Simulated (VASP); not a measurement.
## NbAs: single point with PBEsol

NbAs:

```
Nb As
1.0
    -1.72585    1.72585    5.84000
     1.72585   -1.72585    5.84000
     1.72585    1.72585   -5.84000
Nb As
2 2
Direct
  0.50000 0.00000 0.50000
  0.75000 0.75000 0.00000
  0.91600 0.41600 0.50000
  0.16600 0.16600 0.00000
```

```yaml
Program: VASP 6.6.1
Task: single point
Functional: PBEsol
Potentials_or_basis: VASP PAW PBE potentials, release 64 (Nb_sv, As)
Cutoff: 520 eV
k_mesh: 15 × 15 × 15
Occupations: gaussian, width 0.1 eV
Spin: no spin polarisation
Dipole_correction: no
Further_INCAR_settings: ALGO = Normal; EDIFF = 1e-06; NBANDS = 26
```

- Pressure: -2.2 GPa
- Largest force: 0.288 eV/Å
- Band gap on the k mesh: zero (bands 18 and 19 overlap by 0.03 eV)

Forces in eV/Å, atoms in the order of the input:
```
Nb   0.000  0.000 -0.288
Nb   0.000  0.000 -0.288
As   0.000  0.000  0.288
As   0.000  0.000  0.288
```

Stress tensor (GPa, compression positive):
```
-2.54  0.00  0.00
 0.00 -2.54  0.00
 0.00  0.00 -1.58
```

Levels at points of the mesh, in eV from the Fermi level:
```
           k point  band 14  band 15  band 16  band 17  band 18  band 19  band 20  band 21  band 22  band 23
(0.00, 0.00, 0.00)    -2.25    -2.05    -1.69    -1.38    -1.38     0.72     1.30     2.41     3.02     3.02
```

Run time: 18 min on 1 thread of AMD EPYC 7R13 Processor (Zen 3), on a shared host, peak memory 0.63 GiB.

Caveat: the PAW data sets were made with another functional, which shifts forces and pressure a little.
